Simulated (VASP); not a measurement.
Write the native input for VASP 6.6.1 that does the following.

```
Task                   : single point
Functional             : PBE
Dispersion             : D3(BJ)
Potentials or basis    : VASP PAW PBE potentials, release 64 (O, H, S)
Cutoff                 : 520 eV
k mesh                 : 1 × 1 × 1
Occupations            : fermi-dirac, width 0.02 eV
Spin                   : no spin polarisation
Dipole correction      : no
Further INCAR settings : LREAL = Auto; ALGO = Normal; EDIFF = 1e-06; NBANDS = 60
```

The structure of H16SO10 lies in POSCAR:

```
H16SO10
1.0
    6.7968840000      0.0000000000      0.0000000000
    0.0000000000      6.7968840000      0.0000000000
    0.0000000000      0.0000000000      6.7968840000
O H S
10 16 1
Direct
    0.0181553783      0.1041506667      0.8464761205
    0.1686066733      1.0129200381      0.2767003233
    0.8472706022      0.7541838289      0.8585551850
    0.2275013080      0.7744283998      0.6211669936
    0.6999972340      0.4160435870      0.6055127614
    0.1832310217      0.4147930140      0.0359282283
    0.3010202911      0.3745245615      0.5504581217
   -0.1592200191      0.8901284765      0.4362145948
    0.8008669855      0.2895297316      1.2319910124
    0.5853564663      0.1986057140      0.9486405829
    0.0647355465      0.2436116314      0.8539354210
    0.0159779099      0.0619254352      0.7166813499
    0.2718157320      0.9686497519      0.3540593013
    0.2357845154      1.1177916233      0.1988999665
    0.9540695413      0.8603942630      0.8800061911
    0.8276586742      0.7643208270      0.7217572052
    0.2503353007      0.6754418642      0.4998761197
    0.3031830468      0.6840487494      0.7190206571
    0.7023806791      0.5457795072      0.5337740059
    0.7625111742      0.4337134487      0.7290840921
    0.2625762040      0.5257114878     -0.0126822821
    0.0742693269      0.4826770620      0.1056072165
    0.3178368205      0.3816307590      0.4134835904
    0.4365676978      0.3851176510      0.5988626553
   -0.0697231261      0.9902920221      0.3684188225
   -0.2667104514      0.9703858415      0.5087036942
    0.6705866983      0.1527317518      1.1322688455
```

The input as run:

INCAR

```
SYSTEM = H16SO10
PREC = Accurate ; ENCUT = 520
EDIFF = 1E-6 ; ISMEAR = -1
SIGMA = 0.02 ; LREAL = Auto
LASPH = .TRUE. ; NELM = 60
ALGO = Normal ; ISIF = 2
LWAVE = .FALSE. ; LCHARG = .TRUE.
GGA = PE ; IVDW = 12
LELF = .TRUE. ; LVHAR = .TRUE.
NBANDS = 60
```

KPOINTS

```
regular mesh
0
G
  1 1 1
  0 0 0
```

Potentials or basis: VASP PAW PBE potentials, release 64 (O, H, S).

The run is started by

```console
$ cat potpaw_PBE.64/O/POTCAR potpaw_PBE.64/H/POTCAR potpaw_PBE.64/S/POTCAR > POTCAR
$ mpirun -np 1 vasp_gam > vasp.out
```

Results of the run:

```yaml
Pressure: 0.2 GPa
Largest_force: 4.135 eV/Å
Band_gap_on_the_k_mesh: 2.20 eV
Dispersion_energy_per_atom: -0.039 eV
```

Caveat: the k points lie up to 0.92 Å⁻¹ apart.

Run time: 62 s on 1 thread of Intel(R) Xeon(R) Platinum 8488C (Sapphire Rapids), with other jobs on the host, peak memory 0.39 GiB.
